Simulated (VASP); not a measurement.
# Pd (Fd-3m) in VASP: a series of runs, part 2 of 2

VASP 6.6.1.

## 4. Single point, RPBE (volume scaled by 1.04)

Input file INCAR:

```
PREC = Accurate
ENCUT = 520
EDIFF = 1E-6
ISMEAR = -1
SIGMA = 0.1
LREAL = False
LASPH = True
NELM = 60
ALGO = Normal
ISIF = 2
LWAVE = False
LCHARG = False
GGA = RP
NBANDS = 17
```

Input file KPOINTS:

```
Automatic mesh
0
Gamma
  10 10 10
```

Input file POSCAR:

```
Pd
1.0
    0.0000000000      2.9887495258      2.9887495258
    2.9887495258      0.0000000000      2.9887495258
    2.9887495258      2.9887495258      0.0000000000
Pd
2
Direct
    0.1250000000      0.1250000000      0.1250000000
    0.8750000000      0.8750000000      0.8750000000
```

Potentials or basis: VASP PAW PBE potentials, release 64 (Pd).

Run with:

```
> cat potpaw_PBE.64/Pd/POTCAR > POTCAR
> mpirun -np 1 vasp_std > vasp.out
```

OUTCAR:

```text
PREC = Accurate
   ENCUT = 520
   EDIFF = 1E-6
   ISMEAR = -1
   LREAL = False
   LASPH = True
   NELM = 60
   ISIF = 2
   GGA = RP

 ion  position               nearest neighbor table
   1  0.125  0.125  0.125-   2 2.59   2 2.59   2 2.59   2 2.59
   2  0.875  0.875  0.875-   1 2.59   1 2.59   1 2.59   1 2.59

  LATTYP: Found a face centered cubic cell.
 ALAT       =     5.9774990516

  Lattice vectors:

 A1 = (   0.0000000000,   2.9887495258,   2.9887495258)
 A2 = (   2.9887495258,   0.0000000000,   2.9887495258)
 A3 = (   2.9887495258,   2.9887495258,   0.0000000000)

Analysis of symmetry for initial positions (statically):
=====================================================================
 Subroutine PRICEL returns:
 Original cell was already a primitive cell.

 Routine SETGRP: Setting up the symmetry group for a
 face centered cubic supercell.

 Subroutine GETGRP returns: Found 48 space group operations
 (whereof 12 operations were pure point group operations)
 out of a pool of 48 trial point group operations.

The static configuration has the point symmetry D_3d.
 The point group associated with its full space group is O_h .

Analysis of symmetry for dynamics (positions and initial velocities):
=====================================================================
 Subroutine PRICEL returns:
 Original cell was already a primitive cell.

 Routine SETGRP: Setting up the symmetry group for a
 face centered cubic supercell.

 Subroutine GETGRP returns: Found 48 space group operations
 (whereof 12 operations were pure point group operations)
 out of a pool of 48 trial point group operations.

The dynamic configuration has the point symmetry D_3d.
 The point group associated with its full space group is O_h .

 Subroutine INISYM returns: Found 48 space group operations
 (whereof 12 operations are pure point group operations),
 and found     1 'primitive' translations

[... 104 lines left out ...]
   PSTRESS=    0.0 pullay stress
   NELECT =      20.0000    total number of electrons
   NUPDOWN=      -1.0000    fix difference up-down
   EMIN   =  10.00;   EMAX   =-10.00  energy-range for DOS
   EFERMI =   0.00;   METHOD = LEGACY
   ISMEAR =    -1;   SIGMA  =   0.10  broadening in eV -4-tet -1-fermi 0-gaus
   EFERMI_NEDOS =   21; number of points for ismear=-14 and -15
   IALGO  =     38    algorithm
   IMIX   =      4    mixing-type and parameters
     AMIX     =   0.40;   BMIX     =  1.00
     AMIX_MAG =   1.60;   BMIX_MAG =  1.00
  volume/ion in A,a.u.               =      26.70       180.16
  Fermi-wavevector in a.u.,A,eV,Ry     =   1.180100  2.230065 18.947949  1.392635
  Thomas-Fermi vector in A             =   2.316398
   LORBIT       =      0    0 simple, 1 ext, 2 COOP (PROOUT), +10 PAW based schemes
   GGA     = RP    functional components
   LHFCALC =     F    Hartree Fock is set to
   AEXX    =    0.0000 exact exchange contribution
   IVDW    =     0    specifies the selected vdW correction
   LEPSILON=     F    determine dielectric tensor
   LRPA    =     F    only Hartree local field effects (RPA)
 non-spin polarized calculation
  energy-cutoff  :      520.00
  volume of cell :       53.39
 maximum number of plane-waves:      1459
   NGX = 15   NGY = 15   NGZ = 15

 number of electron      19.9999992 magnetization

 Free energy of the ion-electron system (eV)
  ---------------------------------------------------
  ext. energy  EPLUGINS =         0.00000000
  ---------------------------------------------------
  free energy    TOTEN  =        -7.29665113 eV

  energy without entropy =       -7.11601155  energy(sigma->0) =       -7.20633134

 E-fermi :   3.2655     XC(G=0):  -9.2597

 val. band max:        3.2615644599   @ k =  -0.4000   0.3000   0.0000
 cond. band min:       3.2726786675   @ k =  -0.4000   0.4000   0.0000
 fundamental gap:      0.0111142075
 Fermi energy:         3.2654660329

 k-point     1 :       0.0000    0.0000    0.0000
  band No.  band energies     occupation
      1      -0.7268      2.00000
      2       0.3697      2.00000
      3       0.3697      2.00000
      4       0.4516      2.00000
      5       0.4516      2.00000
      6       0.4516      2.00000
[... 457 lines left out ...]
      4       0.7469      2.00000
      5       1.0531      2.00000
      6       1.1700      2.00000
[... 9 lines left out ...]
     16      13.2380      0.00000
     17      19.3073      0.00000

 [... further k-points ...]
[... 5 lines left out ...]
  --------------------------------------------------------------------------------------
  -------------------------------------------------------------------------------------
  Total       -0.6946177     -0.6946177     -0.6946177      0.0000000      0.0000000      0.0000000
  in kB      -20.8428857    -20.8428857    -20.8428857      0.0000000      0.0000000      0.0000000
  external PRESSURE =     -20.8428857 kB  Pullay stress =       0.0000000 kB

 VOLUME and BASIS-vectors are now :
 -----------------------------------------------------------------------------
  energy-cutoff  :      520.00
  volume of cell :       53.39
      direct lattice vectors                 reciprocal lattice vectors
     0.000000000  2.988749526  2.988749526    -0.167294046  0.167294046  0.167294046
     2.988749526  0.000000000  2.988749526     0.167294046 -0.167294046  0.167294046
     2.988749526  2.988749526  0.000000000     0.167294046  0.167294046 -0.167294046

 POSITION                                       TOTAL-FORCE (eV/Angst)
 -----------------------------------------------------------------------------------
      0.74719      0.74719      0.74719         0.000000      0.000000      0.000000
      5.23031      5.23031      5.23031        -0.000000     -0.000000     -0.000000
 -----------------------------------------------------------------------------------
    total drift:                                0.000000      0.000000     -0.000000

  FREE ENERGIE OF THE ION-ELECTRON SYSTEM (eV)
  ---------------------------------------------------
  free  energy   TOTEN  =        -7.2966511262 eV

  energy  without entropy=       -7.1160115509  energy(sigma->0) =       -7.20633134
```

Wall time 26 s (1 thread of Intel Xeon 6975P-C, shared host); peak memory 0.19 GiB.

What came out:

* Free energy: -7.2967 eV
* Pressure: -2.1 GPa
* Band gap on the k mesh: zero (band 10 reaches 3.29 eV, above the bottom of band 11 at 2.98 eV)

Levels at points of the mesh, in eV from the Fermi level:
```
           k point  band 8  band 9  band 10  band 11  band 12  band 13
(0.00, 0.00, 0.00)   -1.16   -1.16    -0.20    -0.20    10.90    10.90
(0.50, 0.00, 0.00)   -0.91   -0.32    -0.32     0.30     1.18     8.05
(0.50, 0.50, 0.00)   -1.58   -0.17    -0.17     1.86     1.86     4.78
```

Caveat: the PAW data sets were made with another functional, which shifts forces and pressure a little.

## 5. Overview

| cell | gap on the mesh (eV) | pressure (GPa) |
| --- | --- | --- |
| a = 4.057 Å, angles 60.0°, 2 atoms | none | 5.3 |
| a = 4.115 Å, angles 60.0°, 2 atoms | none | 2.2 |
| a = 4.227 Å, angles 60.0°, 2 atoms | none | -2.1 |

Alike in all rows: task single point; level RPBE; potentials or basis VASP PAW PBE potentials, release 64 (Pd); no spin polarisation; k mesh 10 × 10 × 10; cutoff (eV) 520; smearing fermi-dirac 0.1 eV.

Caveats: the PAW data sets were made with another functional, which shifts forces and pressure a little.

Total energies depend on the potentials used, so only differences within one code and one set of settings carry meaning.
